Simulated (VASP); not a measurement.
# Sr4Ti3BiO12 (a cell with a defect) in VASP: single point with PBEsol

Aim: the single point of Sr4Ti3BiO12 (a cell with a defect) with PBEsol.

All numbers are computed with VASP 6.6.1; they aren't measurements. Logs are shortened: lines on timing, memory, paths and dates and some standing lists are left out, and cuts for length are marked.

## (1) The cell of the first run

The cell holds a defect, 40 atoms: a = 7.783 Å, b = 7.783 Å, c = 7.783 Å, α = 90.00°, β = 90.00°, γ = 90.00°.

## (2) Single point, PBEsol

The input, INCAR:

```
PREC = Accurate ; ENCUT = 520
EDIFF = 1E-7 ; ISMEAR = -1
SIGMA = 0.05 ; LREAL = Auto
LASPH = True ; NELM = 100
ALGO = Normal ; ISIF = 2
LWAVE = False ; LCHARG = True
GGA = PS ; LELF = True
LVHAR = True ; ISYM = 0
NBANDS = 189
```

The input, KPOINTS:

```
Automatic mesh
0
Gamma
  1 1 1
  0.25 0.25 0.25
```

The input, POSCAR:

```
Sr4Ti3BiO12
1.0
    7.7828210000      0.0000000000      0.0000000000
    0.0000000000      7.7828210000      0.0000000000
    0.0000000000      0.0000000000      7.7828210000
Sr Bi Ti O
8 2 6 24
Direct
    0.9873950000      0.9876850000      0.0005180000
    0.9774330000      0.9776560000      0.4919130000
    0.9874150000      0.5100920000      0.9966120000
    0.9889560000      0.5123710000      0.4965860000
    0.5098180000      0.9869090000      0.9968660000
    0.5121870000      0.9892270000      0.4969040000
    0.5214700000      0.5218710000      0.9905380000
    0.5129430000      0.5134950000      0.5031380000
    0.2533600000      0.2538940000      0.2529320000
    0.2477160000      0.2482310000      0.7517040000
    0.2486710000      0.7463250000      0.2364470000
    0.2489780000      0.7546490000      0.7360630000
    0.7458790000      0.2488500000      0.2364770000
    0.7542080000      0.2493180000      0.7360470000
    0.7469260000      0.7470970000      0.2476230000
    0.7509790000      0.7513270000      0.7480620000
    0.3055590000      0.3078430000      0.0041430000
    0.1912020000      0.1928610000      0.4990440000
    0.2460920000      0.6920390000      0.0065030000
    0.2551390000      0.8066030000      0.5044600000
    0.6910540000      0.2462800000      0.0066000000
    0.8057450000      0.2552380000      0.5043900000
    0.7561000000      0.7563190000      0.9987850000
    0.7445620000      0.7449170000      0.4983080000
    0.9844050000      0.2548530000      0.1976410000
    0.9783560000      0.2504770000      0.8206850000
    0.9979180000      0.7490800000      0.2540840000
    0.9974860000      0.7521120000      0.7437630000
    0.5184010000      0.2503670000      0.3234770000
    0.5171410000      0.2464920000      0.6949140000
    0.5024180000      0.7487340000      0.2428290000
    0.5028350000      0.7515060000      0.7544910000
    0.2536930000      0.9852220000      0.1976170000
    0.2507150000      0.9790290000      0.8206940000
    0.2503420000      0.5191460000      0.3234960000
    0.2452780000      0.5177800000      0.6947900000
    0.7491250000      0.9982870000      0.2540280000
    0.7510260000      0.9978550000      0.7437190000
    0.7475990000      0.5026770000      0.2429230000
    0.7516870000      0.5031480000      0.7544460000
```

Potentials or basis: VASP PAW PBE potentials, release 64 (Sr_sv, Bi_d, Ti_sv, O).

On the command line:

```sh
> cat potpaw_PBE.64/Sr_sv/POTCAR potpaw_PBE.64/Bi_d/POTCAR potpaw_PBE.64/Ti_sv/POTCAR potpaw_PBE.64/O/POTCAR > POTCAR
> mpirun -np 1 vasp_std > vasp.out
```

OUTCAR:

```text
PREC = Accurate
   ENCUT = 520
   EDIFF = 1E-7
   ISMEAR = -1
   LREAL = Auto
   LASPH = True
   NELM = 100
   ISIF = 2
   GGA = PS
   ISYM = 0

 ion  position               nearest neighbor table
   1  0.987  0.988  0.001-  26 2.48  34 2.48  23 2.55  33 2.58  25 2.58  37 2.71  27 2.71  28 2.71
                            38 2.72  19 3.06  21 3.06  16 3.26  15 3.27  11 3.32  13 3.32  12 3.42
   2  0.977  0.978  0.492-  18 2.36  20 2.54  22 2.54  24 2.56  37 2.57  27 2.57  28 2.64  38 2.64
                            33 3.14  25 3.15  15 3.17  16 3.19  26 3.33  34 3.33  12 3.33  14 3.33
   3  0.987  0.510  0.997-  26 2.44  19 2.46  25 2.53  23 2.63  40 2.63  39 2.68  28 2.73  27 2.74
                            17 2.93  21 3.09  36 3.09  16 3.26  35 3.27  15 3.27  11 3.32  13 3.34
   4  0.989  0.512  0.497-  35 2.44  22 2.46  36 2.52  24 2.63  27 2.64  28 2.68  39 2.73  40 2.73
                            18 2.94  25 3.07  20 3.09  26 3.24  15 3.26  16 3.27  14 3.32  12 3.34
   5  0.510  0.987  0.997-  34 2.44  21 2.46  33 2.53  23 2.63  32 2.63  31 2.67  38 2.72  37 2.74
                            17 2.96  19 3.08  30 3.10  16 3.26  29 3.27  15 3.27  13 3.32  11 3.33
   6  0.512  0.989  0.497-  29 2.44  20 2.45  30 2.53  24 2.62  37 2.64  38 2.67  31 2.72  32 2.73
                            18 2.96  33 3.08  22 3.08  34 3.24  15 3.26  16 3.27  12 3.32  14 3.33
   7  0.521  0.522  0.991-  17 2.37  21 2.52  19 2.52  32 2.57  40 2.57  23 2.58  39 2.64  31 2.64
                            30 3.14  36 3.15  16 3.15  15 3.19  35 3.34  29 3.34  11 3.35  13 3.35
   8  0.513  0.513  0.503-  35 2.48  29 2.48  24 2.55  30 2.56  36 2.56  32 2.70  40 2.70  39 2.73
                            31 2.73  20 3.04  22 3.04  16 3.24  15 3.25  12 3.32  14 3.32  11 3.44
   9  0.253  0.254  0.253-  17 2.02  18 2.03  29 2.13  33 2.13  35 2.14  25 2.14   4 3.45   6 3.45
                             8 3.46   3 3.50   5 3.50   1 3.53   2 3.56   7 3.59  10 3.88  10 3.90
  10  0.248  0.248  0.752-  18 2.06  17 2.07  30 2.14  36 2.14  34 2.16  26 2.16   3 3.45   5 3.46
                             1 3.46   4 3.50   6 3.50   8 3.50   7 3.54   2 3.60   9 3.88   9 3.90
  11  0.249  0.746  0.236-  19 1.84  33 1.88  35 1.89  27 1.96  31 1.98  20 2.14   3 3.32   1 3.32
                             5 3.33   7 3.35   4 3.39   2 3.41   8 3.44   6 3.45
[... 32 lines left out ...]
  39  0.748  0.503  0.243-  15 1.90  13 1.98   7 2.64   3 2.68   4 2.73   8 2.73
  40  0.752  0.503  0.754-  16 1.93  14 1.98   7 2.57   3 2.63   8 2.70   4 2.73

IMPORTANT INFORMATION: All symmetrisations will be switched off!
NOSYMM: (Re-)initialisation of all symmetry stuff for point group C_1.

----------------------------------------------------------------------------------------

                                     Primitive cell

  volume of cell :     471.4234

  direct lattice vectors                    reciprocal lattice vectors
     7.782821000  0.000000000  0.000000000     0.128488115  0.000000000  0.000000000
     0.000000000  7.782821000  0.000000000     0.000000000  0.128488115  0.000000000
     0.000000000  0.000000000  7.782821000     0.000000000  0.000000000  0.128488115

  length of vectors
     7.782821000  7.782821000  7.782821000     0.128488115  0.128488115  0.128488115

  position of ions in fractional coordinates (direct lattice)
     0.987395000  0.987685000  0.000518000
     0.977433000  0.977656000  0.491913000
     0.987415000  0.510092000  0.996612000
     0.988956000  0.512371000  0.496586000
     0.509818000  0.986909000  0.996866000
     0.512187000  0.989227000  0.496904000
[... 32 lines left out ...]
     0.747599000  0.502677000  0.242923000
     0.751687000  0.503148000  0.754446000

  ion indices of the primitive-cell ions
   primitive index   ion index
                 1           1
                 2           2
                 3           3
                 4           4
                 5           5
                 6           6
[... 32 lines left out ...]
                39          39
                40          40

----------------------------------------------------------------------------------------

 KPOINTS: Automatic mesh

Automatic generation of k-mesh.
 Grid dimensions read from file:
 generate k-points for:    1    1    1

 Generating k-lattice:

  Cartesian coordinates                     Fractional coordinates (reciprocal lattice)
     0.128488115  0.000000000  0.000000000     1.000000000  0.000000000  0.000000000
     0.000000000  0.128488115  0.000000000     0.000000000  1.000000000  0.000000000
     0.000000000  0.000000000  0.128488115     0.000000000  0.000000000  1.000000000

  Length of vectors
     0.128488115  0.128488115  0.128488115

  Shift w.r.t. Gamma in fractional coordinates (k-lattice)
     0.250000000  0.250000000  0.250000000

 Subroutine IBZKPT returns following result:
 ===========================================

 Found      4 irreducible k-points:

 Following reciprocal coordinates:
            Coordinates               Weight
  0.250000  0.250000  0.250000      2.000000
 -0.250000  0.250000  0.250000      2.000000
 -0.250000 -0.250000  0.250000      2.000000
  0.250000 -0.250000  0.250000      2.000000
   k-points           NKPTS =      4   k-points in BZ     NKDIM =      4   number of bands    NBANDS=    189
   number of dos      NEDOS =    301   number of ions     NIONS =     40
   total plane-waves  NPLWV = 216000
   dimension x,y,z NGX =    60 NGY =   60 NGZ =   60
   dimension x,y,z NGXF=   120 NGYF=  120 NGZF=  120
   ions per type =               8   2   6  24
   NGX,Y,Z   is equivalent  to a cutoff of  12.82, 12.82, 12.82 a.u.
   NGXF,Y,Z  is equivalent  to a cutoff of  25.63, 25.63, 25.63 a.u.
 SYSTEM =  unknown system
   PREC   = accura    normal or accurate (medium, high low for compatibility)
   ISTART =      0    job   : 0-new  1-cont  2-samecut
   ICHARG =      2    charge: 1-file 2-atom 10-const
   ISPIN  =      1    spin polarized calculation?
   LNONCOLLINEAR =      F non collinear calculations
   LSORBIT =      F    spin-orbit coupling
   LASPH  =      T    aspherical Exc in radial PAW
   ENCUT  =  520.0 eV  38.22 Ry    6.18 a.u.  14.47 14.47 14.47*2*pi/ulx,y,z
   NELM   =    100;   NELMIN=  2; NELMDL= -5     # of ELM steps
   EDIFF  = 0.1E-06   stopping-criterion for ELM
   LREAL  =      T    real-space projection
   EDIFFG = 0.1E-05   stopping-criterion for IOM
   NSW    =      0    number of steps for IOM
   IBRION =     -1    ionic relax: 0-MD 1-quasi-New 2-CG
   NFREE  =      0    steps in history (QN), initial steepest desc. (CG)
   ISIF   =      2    stress and relaxation
   ISYM   =      0    0-nonsym 1-usesym 2-fastsym
   POTIM  = 0.5000    time-step for ionic-motion
   TEBEG  =    0.0;   TEEND  =   0.0 temperature during run
   PSTRESS=    0.0 pullay stress
   NELECT =     326.0000    total number of electrons
   NUPDOWN=      -1.0000    fix difference up-down
   EMIN   =  10.00;   EMAX   =-10.00  energy-range for DOS
   EFERMI =   0.00;   METHOD = LEGACY
   ISMEAR =    -1;   SIGMA  =   0.05  broadening in eV -4-tet -1-fermi 0-gaus
   EFERMI_NEDOS =   21; number of points for ismear=-14 and -15
   IALGO  =     38    algorithm
   IMIX   =      4    mixing-type and parameters
     AMIX     =   0.40;   BMIX     =  1.00
     AMIX_MAG =   1.60;   BMIX_MAG =  1.00
  volume/ion in A,a.u.               =      11.79        79.53
  Fermi-wavevector in a.u.,A,eV,Ry     =   1.447695  2.735746 28.515362  2.095820
  Thomas-Fermi vector in A             =   2.565620
   LORBIT       =      0    0 simple, 1 ext, 2 COOP (PROOUT), +10 PAW based schemes
   GGA     = PS    functional components
   LHFCALC =     F    Hartree Fock is set to
   AEXX    =    0.0000 exact exchange contribution
   IVDW    =     0    specifies the selected vdW correction
   LEPSILON=     F    determine dielectric tensor
   LRPA    =     F    only Hartree local field effects (RPA)
 non-spin polarized calculation
  energy-cutoff  :      520.00
  volume of cell :      471.42
 maximum number of plane-waves:     12704
 NGX is ok and might be reduce to    60
   NGX = 29   NGY = 29   NGZ = 29

 number of electron     325.9999999 magnetization

 Free energy of the ion-electron system (eV)
  ---------------------------------------------------
  ext. energy  EPLUGINS =         0.00000000
  ---------------------------------------------------
  free energy    TOTEN  =      -311.19462284 eV

  energy without entropy =     -311.19452020  energy(sigma->0) =     -311.19457152

 E-fermi :   6.4673     XC(G=0): -11.7245

 val. band max:        5.9817512737   @ k =  -0.2500   0.2500   0.2500
 cond. band min:       6.9608223917   @ k =  -0.2500  -0.2500   0.2500
 fundamental gap:      0.9790711180
 Fermi energy:         6.4672833963

 k-point     1 :       0.2500    0.2500    0.2500
  band No.  band energies     occupation
      1     -51.5506      2.00000
      2     -51.5368      2.00000
      3     -51.2103      2.00000
      4     -51.2029      2.00000
      5     -51.1272      2.00000
      6     -51.1215      2.00000
[... 167 lines left out ...]
    174       8.4721      0.00000
    175       8.5351      0.00000

 k-point     2 :      -0.2500    0.2500    0.2500
  band No.  band energies     occupation
      1     -51.5506      2.00000
      2     -51.5368      2.00000
      3     -51.2103      2.00000
      4     -51.2029      2.00000
      5     -51.1272      2.00000
      6     -51.1215      2.00000
[... 167 lines left out ...]
    174       8.4501      0.00000
    175       8.5116      0.00000

 k-point     3 :      -0.2500   -0.2500    0.2500
  band No.  band energies     occupation
      1     -51.5506      2.00000
      2     -51.5368      2.00000
      3     -51.2103      2.00000
      4     -51.2029      2.00000
      5     -51.1272      2.00000
      6     -51.1215      2.00000
[... 167 lines left out ...]
    174       8.4767      0.00000
    175       8.5301      0.00000

 k-point     4 :       0.2500   -0.2500    0.2500
  band No.  band energies     occupation
      1     -51.5506      2.00000
      2     -51.5368      2.00000
      3     -51.2103      2.00000
      4     -51.2029      2.00000
      5     -51.1272      2.00000
      6     -51.1215      2.00000
[... 167 lines left out ...]
    174       8.4523      0.00000
    175       8.5097      0.00000
 [bands above 175 left out]

------------------------ aborting loop because EDIFF is reached ----------------------------------------

  FORCE on cell =-STRESS in cart. coord.  units (eV):
  Direction    XX          YY          ZZ          XY          YZ          ZX
  --------------------------------------------------------------------------------------
  -------------------------------------------------------------------------------------
  Total       41.4328715     41.4353690     38.0841972      2.8577152     -0.1095080     -0.0156874
  in kB      140.8135635    140.8220516    129.4327747      9.7122175     -0.3721734     -0.0533150
  external PRESSURE =     137.0227966 kB  Pullay stress =       0.0000000 kB

 VOLUME and BASIS-vectors are now :
 -----------------------------------------------------------------------------
  energy-cutoff  :      520.00
  volume of cell :      471.42
      direct lattice vectors                 reciprocal lattice vectors
     7.782821000  0.000000000  0.000000000     0.128488115  0.000000000  0.000000000
     0.000000000  7.782821000  0.000000000     0.000000000  0.128488115  0.000000000
     0.000000000  0.000000000  7.782821000     0.000000000  0.000000000  0.128488115

 POSITION                                       TOTAL-FORCE (eV/Angst)
 -----------------------------------------------------------------------------------
      7.68472      7.68698      0.00403        -0.037284     -0.032958      0.043629
      7.60719      7.60892      3.82847         0.020606      0.029236     -0.024838
      7.68487      3.96995      7.75645        -0.003313      0.029239     -0.020273
      7.69687      3.98769      3.86484        -0.018728     -0.021044      0.024239
      3.96782      7.68094      7.75843         0.034408      0.028290     -0.015684
      3.98626      7.69898      3.86731        -0.008145      0.001599      0.020443
[... 32 lines left out ...]
      5.81843      3.91225      1.89063         0.021590     -0.022263     -0.004622
      5.85025      3.91591      5.87172        -0.031054     -0.033006      0.005601
 -----------------------------------------------------------------------------------
    total drift:                               -0.013124      0.005679     -0.036378

  FREE ENERGIE OF THE ION-ELECTRON SYSTEM (eV)
  ---------------------------------------------------
  free  energy   TOTEN  =      -311.1946228404 eV

  energy  without entropy=     -311.1945201968  energy(sigma->0) =     -311.19457152
```

Wall time 29 min (1 thread of Intel Xeon 8259CL, shared host); peak memory 0.65 GiB.

Results:

```yaml
Free_energy: -311.1946 eV
Pressure: 13.7 GPa
Largest_force: 0.148 eV/Å
Band_gap_on_the_k_mesh: 0.98 eV
```

Forces on the atoms (eV/Å):
```
Sr  -0.037 -0.033  0.044
Sr   0.021  0.029 -0.025
Sr  -0.003  0.029 -0.020
Sr  -0.019 -0.021  0.024
Sr   0.034  0.028 -0.016
Sr  -0.008  0.002  0.020
Sr   0.012 -0.009  0.041
Sr   0.032  0.017 -0.026
Bi  -0.031 -0.037  0.051
Bi  -0.042 -0.053 -0.052
Ti   0.035 -0.034  0.139
Ti   0.017 -0.066 -0.063
Ti  -0.059  0.036  0.124
Ti  -0.085  0.024 -0.054
Ti   0.070  0.065  0.008
Ti   0.043  0.025  0.035
O   -0.024 -0.024 -0.057
O    0.035  0.033  0.049
O   -0.018  0.049 -0.099
O   -0.048  0.042 -0.018
O    0.045 -0.022 -0.103
O    0.050 -0.044 -0.013
O   -0.024 -0.022 -0.021
O   -0.010 -0.010  0.011
O    0.030  0.020 -0.028
O    0.090 -0.022  0.096
O   -0.016 -0.030  0.004
O    0.018  0.025 -0.021
O    0.010 -0.008 -0.109
O   -0.046  0.039  0.067
O   -0.048  0.014 -0.004
O   -0.046 -0.029  0.004
O    0.024  0.001 -0.029
O   -0.025  0.085  0.092
O   -0.005  0.021 -0.114
O    0.043 -0.039  0.073
O   -0.030 -0.031  0.007
O    0.024  0.007 -0.018
O    0.022 -0.022 -0.005
O   -0.031 -0.033  0.006
```

Caveat: the k points lie up to 0.81 Å⁻¹ apart; the PAW data sets were made with another functional, which shifts forces and pressure a little; spin-orbit coupling is left out, which moves the levels of the heavy elements.
